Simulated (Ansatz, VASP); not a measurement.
# Two plane-wave programs on SiO2

```
CELL_PARAMETERS angstrom
-4.13731 4.13731 4.13731
4.13731 -4.13731 4.13731
4.13731 4.13731 -4.13731
ATOMIC_POSITIONS crystal
Si 0.50000 0.00000 0.77806
Si 0.27806 0.27806 0.27806
Si 0.50000 0.00000 0.22194
Si 0.72194 0.72194 0.72194
Si 0.77806 0.50000 0.00000
Si 0.00000 0.22194 0.50000
Si 0.22194 0.50000 0.00000
Si 0.00000 0.77806 0.50000
O 0.69164 0.94164 0.75000
O 0.75000 0.69164 0.94164
O 0.80836 0.55836 0.25000
O 0.75000 0.19164 0.44164
O 0.05836 0.25000 0.30836
O 0.50000 0.00000 0.00000
O 0.25000 0.80836 0.55836
O 0.44164 0.75000 0.19164
O 0.30836 0.05836 0.25000
O 0.19164 0.44164 0.75000
O 0.94164 0.75000 0.69164
O 0.50000 0.50000 0.50000
O 0.25000 0.30836 0.05836
O 0.00000 0.50000 0.00000
O 0.00000 0.00000 0.50000
O 0.55836 0.25000 0.80836
```

Alike in both runs: functional r2SCAN; k mesh 4 × 4 × 4; occupations gaussian, width 0.02 eV; no spin polarisation.

Ansatz relaxed the structure, and its values are those at the end. VASP's run is a single point on that final structure, the one shown.

|  | VASP | Ansatz |
| --- | --- | --- |
| version | VASP 6.6.1 | Ansatz 0.2.0 |
| potentials or method | VASP PAW PBE potentials, release 64 (Si, O), cutoff 520 eV | scalar-relativistic, plane waves, PAW |
| valence electrons in the cell | 128 | 128 |

Ansatz gave:

* gap on the k mesh at the Fermi level (eV): 6.88
* least direct gap on the mesh (eV): 6.94
* pressure (GPa): 3.4
* rms of the force components (eV/Å): 0.001

Q: Which values does VASP return?

A: gap on the k mesh at the Fermi level (eV): 6.88; least direct gap on the mesh (eV): 6.94; pressure (GPa): 3.7; rms of the force components (eV/Å): 0.007.

VASP's potentials were made for PBE, not for r2SCAN. With one functional, cell and mesh, what is left measures potentials, basis and numerics. Ansatz's warnings: stress scf threshold loose.
